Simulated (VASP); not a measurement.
# Ni (Fm-3m) in VASP: further runs

The runs below take Ni through single point, with LDA.

Everything below comes from runs of VASP 6.6.1. Logs are shortened: lines on timing, memory, paths and dates and some standing lists are left out, and cuts for length are marked.

### 1 The cell of the first run

It takes space group Fm-3m (No. 225, cubic). The conventional cell has a = 3.524 Å, b = 3.524 Å, c = 3.524 Å, α = 90.00°, β = 90.00°, γ = 90.00°. Ni (site symmetry m-3m) has 12 Ni at 2.49 Å within 3.3 Å.

### 2 Single point, LDA

The input, INCAR:

```
ALGO = Normal
EDIFF = 1E-7
ENCUT = 520
GGA = CA
ISIF = 2
ISMEAR = 0
LASPH = T
LCHARG = T
LELF = T
LREAL = F
LVHAR = T
LWAVE = F
NBANDS = 17
NELM = 60
PREC = Accurate
SIGMA = 0.05
```

The input, KPOINTS:

```
k-points
0
Gamma
  8 16 16
```

The input, POSCAR:

```
Ni
1.0
    0.0000000000      3.5238700000      3.5238700000
    1.7619350000      0.0000000000      1.7619350000
    1.7619350000      1.7619350000      0.0000000000
Ni
2
Direct
    0.0000000000      0.0000000000      0.0000000000
    0.5000000000      0.0000000000      0.0000000000
```

Potentials or basis: VASP PAW LDA potentials, release 64 (Ni).

Started as:

```
$ cat potpaw_LDA.64/Ni/POTCAR > POTCAR
$ mpirun -np 1 vasp_std > vasp.out
```

OUTCAR:

```text
EDIFF = 1E-7
   ENCUT = 520
   GGA = CA
   ISIF = 2
   ISMEAR = 0
   LASPH = T
   LREAL = F
   NELM = 60
   PREC = Accurate

 ion  position               nearest neighbor table
   1  0.000  0.000  0.000-   2 2.49   2 2.49   2 2.49   2 2.49   2 2.49   2 2.49
   2  0.500  0.000  0.000-   1 2.49   1 2.49   1 2.49   1 2.49   1 2.49   1 2.49

  LATTYP: Found a trigonal (rhomboedric) cell.
 ALAT       =     4.3158417100
 COS(alpha) =     0.8333333333

  Lattice vectors:

 A1 = (   1.7619350000,  -1.7619350000,  -3.5238700000)
 A2 = (   3.5238700000,  -1.7619350000,  -1.7619350000)
 A3 = (   1.7619350000,  -3.5238700000,  -1.7619350000)

Analysis of symmetry for initial positions (statically):
=====================================================================
 Subroutine PRICEL returns following result:

  LATTYP: Found a face centered cubic cell.
 ALAT       =     3.5238700000

  Lattice vectors:

 A1 = (   0.0000000000,   1.7619350000,   1.7619350000)
 A2 = (   1.7619350000,   0.0000000000,   1.7619350000)
 A3 = (   1.7619350000,   1.7619350000,   0.0000000000)

   2 primitive cells build up your supercell.

 Routine SETGRP: Setting up the symmetry group for a
 trigonal (rhombohedral) supercell.

 Subroutine GETGRP returns: Found 12 space group operations
 (whereof 12 operations were pure point group operations)
 out of a pool of 12 trial point group operations.

The static configuration has the point symmetry D_3d.

Analysis of symmetry for dynamics (positions and initial velocities):
=====================================================================
 Subroutine PRICEL returns following result:

  LATTYP: Found a face centered cubic cell.
 ALAT       =     3.5238700000

  Lattice vectors:

 A1 = (   0.0000000000,   1.7619350000,   1.7619350000)
 A2 = (   1.7619350000,   0.0000000000,   1.7619350000)
 A3 = (   1.7619350000,   1.7619350000,   0.0000000000)

   2 primitive cells build up your supercell.

 Routine SETGRP: Setting up the symmetry group for a
 trigonal (rhombohedral) supercell.

 Subroutine GETGRP returns: Found 12 space group operations
 (whereof 12 operations were pure point group operations)
 out of a pool of 12 trial point group operations.

The dynamic configuration has the point symmetry D_3d.

 Subroutine INISYM returns: Found 12 space group operations
 (whereof 12 operations are pure point group operations),
 and found     2 'primitive' translations

----------------------------------------------------------------------------------------

                                     Primitive cell

  volume of cell :      10.9396

  direct lattice vectors                    reciprocal lattice vectors
     0.000000000  1.761935000  1.761935000    -0.283778914  0.283778914  0.283778914
     1.761935000  0.000000000  1.761935000     0.283778914 -0.283778914  0.283778914
     1.761935000  1.761935000  0.000000000     0.283778914  0.283778914 -0.283778914

  length of vectors
     2.491752373  2.491752373  2.491752373     0.491519496  0.491519496  0.491519496

  position of ions in fractional coordinates (direct lattice)
     0.000000000  0.000000000  0.000000000

  ion indices of the primitive-cell ions
   primitive index   ion index
                 1           1

----------------------------------------------------------------------------------------

 KPOINTS: k-points

Automatic generation of k-mesh.
 Grid dimensions read from file:
 generate k-points for:    8   16   16

 Generating k-lattice:

  Cartesian coordinates                     Fractional coordinates (reciprocal lattice)
    -0.017736182  0.017736182  0.017736182     0.125000000  0.000000000  0.000000000
     0.017736182 -0.017736182  0.017736182     0.000000000  0.062500000  0.000000000
     0.017736182  0.017736182 -0.017736182     0.000000000  0.000000000  0.062500000

  Length of vectors
     0.030719969  0.030719969  0.030719969

  Shift w.r.t. Gamma in fractional coordinates (k-lattice)
     0.000000000  0.000000000  0.000000000

 -----------------------------------------------------------------------------
|                                                                             |
|           W    W    AA    RRRRR   N    N  II  N    N   GGGG   !!!           |
|           W    W   A  A   R    R  NN   N  II  NN   N  G    G  !!!           |
|           W    W  A    A  R    R  N N  N  II  N N  N  G       !!!           |
|           W WW W  AAAAAA  RRRRR   N  N N  II  N  N N  G  GGG   !            |
|           WW  WW  A    A  R   R   N   NN  II  N   NN  G    G                |
|           W    W  A    A  R    R  N    N  II  N    N   GGGG   !!!           |
|                                                                             |
|     Your reciprocal lattice and k-lattice belong to different lattice       |
|     classes:                                                                |
|                                                                             |
|        The reciprocal lattice is rhombohedral (trigonal),                   |
|        whereas your k-lattice is body-centered cubic.                       |
|                                                                             |
|     Results are often still useful ...                                      |
|                                                                             |
 -----------------------------------------------------------------------------

 Subroutine IBZKPT returns following result:
 ===========================================

 Found    213 irreducible k-points:

 Following reciprocal coordinates:
            Coordinates               Weight
  0.000000  0.000000  0.000000      1.000000
  0.125000  0.000000  0.000000      2.000000
  0.250000  0.000000  0.000000      2.000000
  0.375000  0.000000  0.000000      2.000000
  0.500000  0.000000  0.000000      1.000000
  0.000000  0.062500  0.000000      6.000000
[... 16 lines left out ...]
  0.125000  0.187500  0.000000      6.000000
  0.250000  0.187500  0.000000      6.000000
 [... further k-points ...]
   k-points           NKPTS =    213   k-points in BZ     NKDIM =    213   number of bands    NBANDS=     17
   number of dos      NEDOS =    301   number of ions     NIONS =      2
   total plane-waves  NPLWV =  16000
   dimension x,y,z NGX =    40 NGY =   20 NGZ =   20
   dimension x,y,z NGXF=    80 NGYF=   40 NGZF=   40
   ions per type =               2
   NGX,Y,Z   is equivalent  to a cutoff of  13.34, 13.34, 13.34 a.u.
   NGXF,Y,Z  is equivalent  to a cutoff of  26.69, 26.69, 26.69 a.u.
 SYSTEM =  unknown system
   PREC   = accura    normal or accurate (medium, high low for compatibility)
   ISTART =      0    job   : 0-new  1-cont  2-samecut
   ICHARG =      2    charge: 1-file 2-atom 10-const
   ISPIN  =      1    spin polarized calculation?
   LNONCOLLINEAR =      F non collinear calculations
   LSORBIT =      F    spin-orbit coupling
   LASPH  =      T    aspherical Exc in radial PAW
   ENCUT  =  520.0 eV  38.22 Ry    6.18 a.u.   9.27  4.63  4.63*2*pi/ulx,y,z
   NELM   =     60;   NELMIN=  2; NELMDL= -5     # of ELM steps
   EDIFF  = 0.1E-06   stopping-criterion for ELM
   LREAL  =      F    real-space projection
   EDIFFG = 0.1E-05   stopping-criterion for IOM
   NSW    =      0    number of steps for IOM
   IBRION =     -1    ionic relax: 0-MD 1-quasi-New 2-CG
   NFREE  =      0    steps in history (QN), initial steepest desc. (CG)
   ISIF   =      2    stress and relaxation
   ISYM   =      2    0-nonsym 1-usesym 2-fastsym
   POTIM  = 0.5000    time-step for ionic-motion
   TEBEG  =    0.0;   TEEND  =   0.0 temperature during run
   PSTRESS=    0.0 pullay stress
   NELECT =      20.0000    total number of electrons
   NUPDOWN=      -1.0000    fix difference up-down
   EMIN   =  10.00;   EMAX   =-10.00  energy-range for DOS
   EFERMI =   0.00;   METHOD = LEGACY
   ISMEAR =     0;   SIGMA  =   0.05  broadening in eV -4-tet -1-fermi 0-gaus
   EFERMI_NEDOS =   21; number of points for ismear=-14 and -15
   IALGO  =     38    algorithm
   IMIX   =      4    mixing-type and parameters
     AMIX     =   0.40;   BMIX     =  1.00
     AMIX_MAG =   1.60;   BMIX_MAG =  1.00
  volume/ion in A,a.u.               =      10.94        73.82
  Fermi-wavevector in a.u.,A,eV,Ry     =   1.588821  3.002436 34.345893  2.524352
  Thomas-Fermi vector in A             =   2.687765
   LORBIT       =      0    0 simple, 1 ext, 2 COOP (PROOUT), +10 PAW based schemes
   GGA     = CA    functional components
   LHFCALC =     F    Hartree Fock is set to
   AEXX    =    0.0000 exact exchange contribution
   IVDW    =     0    specifies the selected vdW correction
   LEPSILON=     F    determine dielectric tensor
   LRPA    =     F    only Hartree local field effects (RPA)
 non-spin polarized calculation
 Gauss-broadening in eV      SIGMA  =   0.05
  energy-cutoff  :      520.00
  volume of cell :       21.88
 maximum number of plane-waves:       604
 NGX is ok and might be reduce to    40
   NGX = 19   NGY =  9   NGZ =  9

 number of electron      20.0000020 magnetization

 Free energy of the ion-electron system (eV)
  ---------------------------------------------------
  ext. energy  EPLUGINS =         0.00000000
  ---------------------------------------------------
  free energy    TOTEN  =       -12.95769137 eV

  energy without entropy =      -12.94623168  energy(sigma->0) =      -12.95196152

 E-fermi :   8.7929     XC(G=0): -13.5783

 val. band max:        8.7927673857   @ k =   0.1250   0.3750   0.1250
 cond. band min:       8.7976077660   @ k =   0.0000   0.3750   0.0625
 fundamental gap:      0.0048403803
 Fermi energy:         8.7928564569

 k-point     1 :       0.0000    0.0000    0.0000
  band No.  band energies     occupation
      1       0.0216      2.00000
      2       4.3920      2.00000
      3       6.9104      2.00000
      4       6.9104      2.00000
      5       6.9395      2.00000
      6       6.9395      2.00000
[... 9 lines left out ...]
     16      33.4689      0.00000
     17      33.4689      0.00000

 k-point     2 :       0.1250    0.0000    0.0000
  band No.  band energies     occupation
      1       0.1739      2.00000
      2       4.3070      2.00000
      3       6.8981      2.00000
      4       6.9343      2.00000
      5       6.9343      2.00000
      6       6.9743      2.00000
[... 9 lines left out ...]
     16      33.5160      0.00000
     17      33.5160      0.00000
[... 421 lines left out ...]
 k-point    24 :       0.2500    0.1875    0.0000
  band No.  band energies     occupation
      1       1.3462      2.00000
      2       5.0521      2.00000
      3       6.4098      2.00000
      4       6.5075      2.00000
      5       6.8275      2.00000
      6       7.2661      2.00000
[... 9 lines left out ...]
     16      30.5638      0.00000
     17      31.5197      0.00000

 [... further k-points ...]

------------------------ aborting loop because EDIFF is reached ----------------------------------------

  FORCE on cell =-STRESS in cart. coord.  units (eV):
  Direction    XX          YY          ZZ          XY          YZ          ZX
  --------------------------------------------------------------------------------------
  -------------------------------------------------------------------------------------
  Total       -2.5659684     -2.5659684     -2.5659684      0.0000179     -0.0000179      0.0000179
  in kB     -187.9023663   -187.9023663   -187.9023663      0.0013120     -0.0013120      0.0013120
  external PRESSURE =    -187.9023663 kB  Pullay stress =       0.0000000 kB

 VOLUME and BASIS-vectors are now :
 -----------------------------------------------------------------------------
  energy-cutoff  :      520.00
  volume of cell :       21.88
      direct lattice vectors                 reciprocal lattice vectors
     0.000000000  3.523870000  3.523870000    -0.141889457  0.141889457  0.141889457
     1.761935000  0.000000000  1.761935000     0.283778914 -0.283778914  0.283778914
     1.761935000  1.761935000  0.000000000     0.283778914  0.283778914 -0.283778914

 POSITION                                       TOTAL-FORCE (eV/Angst)
 -----------------------------------------------------------------------------------
      0.00000      0.00000      0.00000         0.000000      0.000000      0.000000
      0.00000      1.76194      1.76194        -0.000000     -0.000000     -0.000000
 -----------------------------------------------------------------------------------
    total drift:                               -0.000000     -0.000000     -0.000000

  FREE ENERGIE OF THE ION-ELECTRON SYSTEM (eV)
  ---------------------------------------------------
  free  energy   TOTEN  =       -12.9576913705 eV

  energy  without entropy=      -12.9462316794  energy(sigma->0) =      -12.95196152
```

Wall time 25 s (1 thread of Intel Xeon 6975P-C (Granite Rapids), shared host); peak memory 0.17 GiB.

Results:

```
Free energy            : -12.9577 eV
Pressure               : -18.8 GPa
Band gap on the k mesh : zero (bands 10 and 11 overlap by 0.81 eV)
```

Caveat: the cell stands under tension; the run has no spin polarisation, though such a crystal can be magnetic.

(Continued in part 2 of 2.)
